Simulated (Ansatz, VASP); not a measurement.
# Si2N in VASP and in Ansatz

The input INCAR:

```
ALGO = Normal
EDIFF = 1E-7
EDIFFG = -0.04
ENCUT = 910
GGA = PE
GGA_COMPAT = False
IBRION = 2
ISIF = 3
ISMEAR = 0
LASPH = True
LCHARG = False
LREAL = False
LWAVE = False
NELM = 120
NELMIN = 4
NSW = 90
PREC = Accurate
SIGMA = 0.1
```

The input KPOINTS:

```
k-points
0
Gamma
  4 4 6
```

File POSCAR:

```
Si2N
1.0
    4.9539022132      0.0000000000      0.0000000000
    0.0000000000      4.9539022132      0.0000000000
    0.0000000000      0.0000000000      3.1908133759
Si N
4 2
Direct
    0.3060000000      0.3060000000      0.0000000000
    0.1940000000      0.8060000000      0.5000000000
    0.6940000000      0.6940000000      0.0000000000
    0.8060000000      0.1940000000      0.5000000000
    0.0000000000      0.0000000000      0.0000000000
    0.5000000000      0.5000000000      0.5000000000
```

Input for Ansatz:

```yaml
crystal:
  lattice:
    - [4.9539022132, 0.0, 0.0]
    - [0.0, 4.9539022132, 0.0]
    - [0.0, 0.0, 3.1908133759]
  atoms:
    - { symbol: Si, position: [0.306, 0.306, 0.0] }
    - { symbol: Si, position: [0.194, 0.806, 0.5] }
    - { symbol: Si, position: [0.694, 0.694, 0.0] }
    - { symbol: Si, position: [0.806, 0.194, 0.5] }
    - { symbol: "N", position: [0.0, 0.0, 0.0] }
    - { symbol: "N", position: [0.5, 0.5, 0.5] }
basis:
  ecutwfc: 420
kpoints:
  mp_grid: { grid: [4, 4, 6] }
hamiltonian:
  xc: pbe
scf:
  occupations: { method: gaussian, width: 0.1 }
  lower_state_search: "off"
output:
  forces: true
  stress: true
  eigenvalues: true
relax:
  adjacent_minimum: "off"
  f_tol: 0.04
  max_steps: 70
  cell: { stress_tol: 0.4 }
```

Alike in both runs: task relaxation of cell and atoms; functional PBE; k mesh 4 × 4 × 6; occupations gaussian, width 0.1 eV; no spin polarisation.

|  | VASP | Ansatz |
| --- | --- | --- |
| version | VASP 6.6.1 | Ansatz 0.2.0 |
| potentials or method | VASP PAW PBE potentials, release 64 (Si, N_h), cutoff 910 eV | scalar-relativistic, plane waves, PAW |
| valence electrons in the cell | 26 | 26 |

```tsv
	VASP	Ansatz	Ansatz less VASP
gap on the k mesh at the Fermi level, each at its own relaxed structure (eV)	none	none	-
relaxed volume (Å³/atom)	16.53	18.61	+2.082
relaxed cell length with the largest relative difference (Å)	6.197	6.567	+0.3701
```

A gap of «none» marks a metal or a gap that the smearing closes. One of these differences is far larger than is usual between the two programs; its cause wasn't traced.

Noted on VASP's run: the cutoff is short for stress, so the pressure is rough; the volume moved by over 15 % at a fixed basis, so the end points are rough.
